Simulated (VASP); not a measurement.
Wanted: the native input for a VASP 6.6.1 run.

| Property | Result |
| --- | --- |
| Task | single point |
| Functional | PBEsol |
| Potentials or basis | VASP PAW PBE potentials, release 64 (Nb_sv) |
| Cutoff | 520 eV |
| k mesh | 7 × 6 × 7 |
| Occupations | fermi-dirac, width 0.05 eV |
| Spin | no spin polarisation |
| Dipole correction | no |
| Further INCAR settings | ALGO = Normal; EDIFF = 1e-06; NBANDS = 12 |

The structure of Nb lies in POSCAR:

```
Nb
1.0
   -1.4545883700      1.6009203400      1.6273015200
    1.6190107300     -1.9818268200      2.1726303600
    1.2182993000      1.7455377500     -2.0082080000
Nb
1
Direct
    0.0000000000      0.0000000000      0.0000000000
```

The input as run:

INCAR

```
PREC = Accurate
ENCUT = 520
EDIFF = 1E-6
ISMEAR = -1
SIGMA = 0.05
LREAL = F
LASPH = T
NELM = 60
ALGO = Normal
ISIF = 2
LWAVE = F
LCHARG = T
GGA = PS
LELF = T
LVHAR = T
NBANDS = 12
```

KPOINTS

```
regular mesh
0
Gamma
  7 6 7
```

Potentials or basis: VASP PAW PBE potentials, release 64 (Nb_sv).

Command:

```sh
$ cat potpaw_PBE.64/Nb_sv/POTCAR > POTCAR
$ mpirun -np 1 vasp_std > vasp.out
```

Results of the run:

The pressure is 4.8 GPa.

Caveat: the k points lie up to 0.45 Å⁻¹ apart; the PAW data sets were made with another functional, which shifts forces and pressure a little.

Run time: 19 s on 1 thread of AMD EPYC 9R45 96-Core Processor (Zen 5) (shared host), peak memory 0.13 GiB.
